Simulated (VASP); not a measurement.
Here is a VASP 6.6.1 calculation.

File INCAR:

```
PREC     = Accurate       # precision mode
ENCUT    = 520            # plane-wave cutoff, eV
EDIFF    = 1E-6           # SCF threshold, eV
ISMEAR   = -1             # smearing method
SIGMA    = 0.06122561905347299 # smearing width, eV
LREAL    = F              # projectors in reciprocal space
LASPH    = T              # aspherical terms in the spheres
NELM     = 80             # most SCF steps
ALGO     = Normal         # electronic algorithm
ISIF     = 2              # what is computed and relaxed
LWAVE    = F              # write WAVECAR
LCHARG   = T              # write CHGCAR
GGA      = PE             # functional
LELF     = T              # ELF
LVHAR    = T            
NBANDS   = 14             # bands
```

KPOINTS

```
Automatic mesh
0
Gamma
  38 38 38
```

Contents of POSCAR:

```
F
1.0
    0.0000000000      2.4707022887      2.4707022887
    2.4707022887      0.0000000000      2.4707022887
    2.4707022887      2.4707022887      0.0000000000
F
2
Direct
    0.0000000000      0.0000000000      0.0000000000
    0.2500000000      0.2500000000      0.2500000000
```

Potentials or basis: VASP PAW PBE potentials, release 64 (F).

The run is started by

```console
$ cat potpaw_PBE.64/F/POTCAR > POTCAR
$ mpirun -np 1 vasp_std > vasp.out
```

Estimate the pressure.

-1.9 GPa.

Predict the band gap on the k mesh.

zero (bands 7 and 8 overlap by 0.89 eV).
